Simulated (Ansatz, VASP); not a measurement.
Two plane-wave programs on CaHf

```
CELL_PARAMETERS angstrom
5.10939 0.00000 0.00000
0.00000 3.33218 0.00000
0.00000 0.00000 6.86182
ATOMIC_POSITIONS crystal
Ca 0.75000 0.00000 0.67090
Ca 0.25000 0.00000 0.32910
Hf 0.75000 0.50000 0.09643
Hf 0.25000 0.50000 0.90357
```

Alike in both runs: functional PBE; k mesh 4 × 6 × 4; occupations gaussian, width 0.1 eV; no spin polarisation.

Ansatz relaxed the structure, and its values are those at the end. VASP's run is a single point on that final structure, the one shown.

|  | VASP | Ansatz |
| --- | --- | --- |
| version | VASP 6.6.1 | Ansatz 0.2.0 |
| potentials or method | VASP PAW PBE potentials, release 64 (Ca_sv, Hf_pv), cutoff 520 eV | scalar-relativistic, plane waves, PAW |
| valence electrons in the cell | 40 | 72 |

Ansatz gave:

| Quantity | Value |
| --- | --- |
| gap on the k mesh at the Fermi level (eV) | none |
| pressure (GPa) | 0.0 |
| rms of the force components (eV/Å) | 0.005 |

Q: What did VASP give for the same quantities?

A: gap on the k mesh at the Fermi level (eV): none; pressure (GPa): 0.0; rms of the force components (eV/Å): 0.004.

A gap of «none» marks a metal or a gap that the smearing closes. VASP's potentials hold 40 valence electrons a cell and Ansatz's 72, so a difference there can come from the potentials and not from the codes.

Spin-orbit coupling is off throughout.
